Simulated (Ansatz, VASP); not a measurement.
Au in VASP and in Ansatz

The input INCAR:

```
ALGO = Normal ; EDIFF = 1E-7
EDIFFG = -0.04 ; ENCUT = 600
GGA = PE ; IBRION = 2
ISIF = 3 ; ISMEAR = 0
LASPH = T ; LCHARG = F
LREAL = F ; LWAVE = F
NELM = 100 ; NSW = 90
PREC = Accurate ; SIGMA = 0.1
```

File KPOINTS:

```
k-points
0
Gamma
  6 6 4
```

Contents of POSCAR:

```
Au
1.0
    1.6534559526     -5.2451019644      0.0000000000
    1.6534559526      5.2451019644      0.0000000000
    0.0000000000      0.0000000000      4.3759136389
Au
4
Direct
    0.0980000000      0.9020000000      0.9100000000
    0.5980000000      0.4020000000      0.5900000000
    0.9020000000      0.0980000000      0.0900000000
    0.4020000000      0.5980000000      0.4100000000
```

Input for Ansatz:

```yaml
crystal:
  lattice:
    - [1.6534559526, -5.2451019644, 0.0]
    - [1.6534559526, 5.2451019644, 0.0]
    - [0.0, 0.0, 4.3759136389]
  atoms:
    - { symbol: Au, position: [0.098, 0.902, 0.91] }
    - { symbol: Au, position: [0.598, 0.402, 0.59] }
    - { symbol: Au, position: [0.902, 0.098, 0.09] }
    - { symbol: Au, position: [0.402, 0.598, 0.41] }
basis:
  ecutwfc: 420
kpoints:
  mp_grid: { grid: [6, 6, 4] }
hamiltonian:
  xc: pbe
scf:
  occupations: { method: gaussian, width: 0.1 }
  lower_state_search: "off"
output:
  forces: true
  stress: true
  eigenvalues: true
relax:
  adjacent_minimum: "off"
  f_tol: 0.04
  max_steps: 70
  cell: { stress_tol: 0.4 }
```

Alike in both runs: task relaxation of cell and atoms; functional PBE; k mesh 6 × 6 × 4; occupations gaussian, width 0.1 eV; no spin polarisation.

|  | VASP | Ansatz |
| --- | --- | --- |
| version | VASP 6.6.1 | Ansatz 0.2.0 |
| potentials or method | VASP PAW PBE potentials, release 64 (Au), cutoff 600 eV | scalar-relativistic, plane waves, PAW |
| valence electrons in the cell | 44 | 76 |

```tsv
	VASP	Ansatz	Ansatz less VASP
gap on the k mesh at the Fermi level, each at its own relaxed structure (eV)	none	none	-
relaxed volume (Å³/atom)	18.89	18.92	+0.030
relaxed cell length with the largest relative difference (Å)	5.056	5.066	+0.0094
```

A gap of «none» marks a metal or a gap that the smearing closes. VASP's potentials hold 44 valence electrons a cell and Ansatz's 76, so a difference there can come from the potentials and not from the codes.

Neither program's run includes spin-orbit coupling.
